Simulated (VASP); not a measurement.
Pt, 2 atoms in the cell. It takes space group P6_3/mmc (No. 194, hexagonal). The conventional cell has a = 2.705 Å, b = 2.705 Å, c = 4.382 Å, α = 90.00°, β = 90.00°, γ = 120.00°. Pt (site symmetry -6m2) has 12 Pt at 2.69 to 2.70 Å within 3.5 Å. 

```yaml
Program: VASP 6.6.1
Task: relaxation of cell and atoms
Functional: PBE
Potentials_or_basis: VASP PAW PBE potentials, release 64 (Pt)
Cutoff: 600 eV
k_mesh: 16 × 16 × 9
Occupations: fermi-dirac, width 0.1 eV
Spin: no spin polarisation
Target_pressure: 41 GPa
Dipole_correction: no
Further_INCAR_settings: ALGO = Normal; EDIFF = 1e-07; IBRION = 2; EDIFFG = -0.005; NSW = 60; ISIF = 3
```

Potentials or basis: VASP PAW PBE potentials, release 64 (Pt).

Run with:

```bash
$ cat potpaw_PBE.64/Pt/POTCAR > POTCAR
$ mpirun -np 1 vasp_std > vasp.out
```

Hardware: 1 thread of Intel(R) Xeon(R) 6975P-C (Granite Rapids), with other jobs on the host.

Q: Estimate the wall time of this run.

A: It took 2.1 min on 1 thread of Intel(R) Xeon(R) 6975P-C (Granite Rapids) (shared host), peak memory 0.21 GiB. Counts: scf iterations 62, k points 150, ion steps 9.
